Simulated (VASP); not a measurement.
CuO, 4 atoms in the cell. It takes space group C2/c (No. 15, monoclinic). The conventional cell has a = 4.684 Å, b = 3.423 Å, c = 5.129 Å, α = 90.00°, β = 99.54°, γ = 90.00°. Within 2.6 Å of Cu (site symmetry -1) lie 4 O at 1.95 to 1.96 Å. O (site symmetry 2) has 6 Cu at 1.95 to 2.78 Å and 6 O at 2.62 to 2.90 Å within 3.0 Å. 

```yaml
Program: VASP 6.6.1
Task: single point
Functional: LDA
Potentials_or_basis: VASP PAW LDA potentials, release 64 (Cu, O)
Cutoff: 520 eV
k_mesh: 10 × 10 × 5
Occupations: fermi-dirac, width 0.05 eV
Spin: no spin polarisation
Dipole_correction: no
k_mesh_for_the_DOS: 15 × 15 × 8
Occupations_for_the_DOS: tetrahedron
Further_INCAR_settings: ALGO = Normal; EDIFF = 1e-06
```

Potentials or basis: VASP PAW LDA potentials, release 64 (Cu, O).

Run with:

```console
$ cat potpaw_LDA.64/Cu/POTCAR potpaw_LDA.64/O/POTCAR > POTCAR
$ cp INCAR.step1 INCAR
$ cp KPOINTS.step1 KPOINTS
$ mpirun -np 1 vasp_std > vasp.out
$ cp INCAR.step2 INCAR
$ cp KPOINTS.step2 KPOINTS
$ mpirun -np 1 vasp_std > vasp.out
```

Hardware: 1 thread of AMD EPYC 7R13 Processor (Zen 3), on a shared host.

Q: Estimate the wall time of this run.

A: It took 5.6 min on 1 thread of AMD EPYC 7R13 Processor (Zen 3), on a shared host, peak memory 0.42 GiB. Counts: k points 488.
